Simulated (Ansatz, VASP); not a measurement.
SnO: VASP beside Ansatz

INCAR

```
PREC     = Accurate       # precision mode
ENCUT    = 520            # plane-wave cutoff, eV
EDIFF    = 1E-8           # SCF threshold, eV
ISMEAR   = -1             # smearing method
SIGMA    = 0.03           # smearing width, eV
LREAL    = False          # projectors in reciprocal space
LASPH    = True           # aspherical terms in the spheres
NELM     = 60             # most SCF steps
ALGO     = Normal         # electronic algorithm
ISIF     = 2              # what is computed and relaxed
LWAVE    = False          # write WAVECAR
LCHARG   = False          # write CHGCAR
GGA      = PE             # functional
LEFG     = True         
NBANDS   = 17             # bands
```

The input KPOINTS:

```
regular mesh
0
Gamma
  14 14 14
```

POSCAR

```
SnO
1.0
    0.0000000000      2.6009402579      2.6009402579
    2.6009402579      0.0000000000      2.6009402579
    2.6009402579      2.6009402579      0.0000000000
Sn O
1 1
Direct
    0.0000000000      0.0000000000      0.0000000000
    0.5000000000      0.5000000000      0.5000000000
```

Input for Ansatz:

```yaml
crystal:
  lattice:
    - [0.0, 2.6009402579, 2.6009402579]
    - [2.6009402579, 0.0, 2.6009402579]
    - [2.6009402579, 2.6009402579, 0.0]
  atoms:
    - { symbol: Sn, position: [0.0, 0.0, 0.0] }
    - { symbol: O, position: [0.5, 0.5, 0.5] }
kpoints:
  mp_grid: { grid: [14, 14, 14] }
scf:
  occupations: { method: fermi_dirac, width: 0.03 }
hamiltonian:
  xc: pbe
  pseudopotentials: { kind: paw }
output:
  forces: true
  stress: true
  eigenvalues: true
  efg: { contact_densities: true }
```

Change from the starting cell: volume scaled by 1.05, PAW files.

Alike in both runs: task electric field gradients; functional PBE; k mesh 14 × 14 × 14; occupations fermi-dirac, width 0.03 eV; no spin polarisation.

|  | VASP | Ansatz |
| --- | --- | --- |
| version | VASP 6.6.1 | Ansatz 0.2.0 |
| potentials or method | VASP PAW PBE potentials, release 64 (Sn_d, O) | PAW with Ansatz's default frozen-core files, scalar-relativistic |
| plane-wave cutoff (eV) | 520 | 420 |
| valence electrons in the cell | 20 | 20 |

Ansatz gave:

| Property | Result |
| --- | --- |
| pressure (GPa) | -3.9 |

Estimate VASP's values.

pressure (GPa): -4.0.

The functional is the same, so the differences come from potentials, cutoffs and numerics.
